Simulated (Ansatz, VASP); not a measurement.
ZrB: VASP beside Ansatz

INCAR

```
SYSTEM = ZrB
PREC = Accurate
ENCUT = 500
EDIFF = 1E-6
ISMEAR = 0
SIGMA = 0.1
LREAL = .False.
LASPH = .True.
NELM = 120
ALGO = Normal
ISIF = 2
LWAVE = .False.
LCHARG = .True.
GGA = CA
LELF = .True.
LVHAR = .True.
NBANDS = 14
GGA_COMPAT = .False.
```

KPOINTS

```
regular mesh
0
Gamma
  6 6 6
  0 0 0
```

POSCAR

```
ZrB
1.0
    0.0000000000      2.3250000000      2.3250000000
    2.3250000000      0.0000000000      2.3250000000
    2.3250000000      2.3250000000      0.0000000000
Zr B
1 1
Direct
    0.0000000000      0.0000000000      0.0000000000
    0.5000000000      0.5000000000      0.5000000000
```

Input for Ansatz:

```yaml
crystal:
  lattice:
    - [0.0, 2.325, 2.325]
    - [2.325, 0.0, 2.325]
    - [2.325, 2.325, 0.0]
  atoms:
    - { symbol: Zr, position: [0.0, 0.0, 0.0] }
    - { symbol: B, position: [0.5, 0.5, 0.5] }
basis:
  ecutwfc: 520.0
kpoints:
  mp_grid: { grid: [6, 6, 6] }
hamiltonian:
  xc: lda
scf:
  occupations: { method: gaussian, width: 0.1 }
output:
  forces: true
  stress: true
  eigenvalues: true
```

Alike in both runs: task single point; functional LDA; k mesh 6 × 6 × 6; occupations gaussian, width 0.1 eV; no spin polarisation.

|  | VASP | Ansatz |
| --- | --- | --- |
| version | VASP 6.6.1 | Ansatz 0.2.0 |
| potentials or method | VASP PAW LDA potentials, release 64 (Zr_sv, B), cutoff 500 eV | scalar-relativistic, plane waves, PAW |
| valence electrons in the cell | 15 | 15 |

VASP gave:

| Item | Value |
| --- | --- |
| gap on the k mesh at the Fermi level (eV) | none |
| pressure (GPa) | 25.8 |

Q: Which values does Ansatz return?

A: gap on the k mesh at the Fermi level (eV): none; pressure (GPa): 25.3.

LDA's correlation is that of Perdew and Zunger in VASP and of Perdew and Wang (1992) in Ansatz. A gap of «none» marks a metal or a gap that the smearing closes.

The k mesh is coarse, so the values compare programs but aren't converged.
